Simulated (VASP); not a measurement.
Input of a VASP 6.6.1 run:

The input INCAR:

```
SYSTEM = BiTe
PREC = Accurate ; ENCUT = 520
EDIFF = 1E-6 ; ISMEAR = -1
SIGMA = 0.05 ; LREAL = .False.
LASPH = .True. ; NELM = 100
ALGO = Normal ; ISIF = 2
LWAVE = .False. ; LCHARG = .True.
GGA = CA ; LELF = .True.
LVHAR = .True. ; NBANDS = 18
```

Contents of KPOINTS:

```
Automatic mesh
0
Gamma
  7 7 7
  0 0 0
```

File POSCAR:

```
BiTe
1.0
    2.4702239101      1.4261844395      3.3823534125
   -2.4702239101      1.4261844395      3.3823534125
    0.0000000000     -2.8523688790      3.3823534125
Bi Te
1 1
Direct
    0.5000000000      0.5000000000      0.5000000000
    0.0000000000      0.0000000000      0.0000000000
```

Potentials or basis: VASP PAW LDA potentials, release 64 (Bi_d, Te).

Run with:

```sh
$ cat potpaw_LDA.64/Bi_d/POTCAR potpaw_LDA.64/Te/POTCAR > POTCAR
$ mpirun -np 1 vasp_std > vasp.out
```

**Question.** What does it give for the pressure?

**Answer.** -5.5 GPa.

Stress tensor (GPa, compression positive):
```
-5.92  0.00  0.00
 0.00 -5.92  0.00
 0.00  0.00 -4.72
```
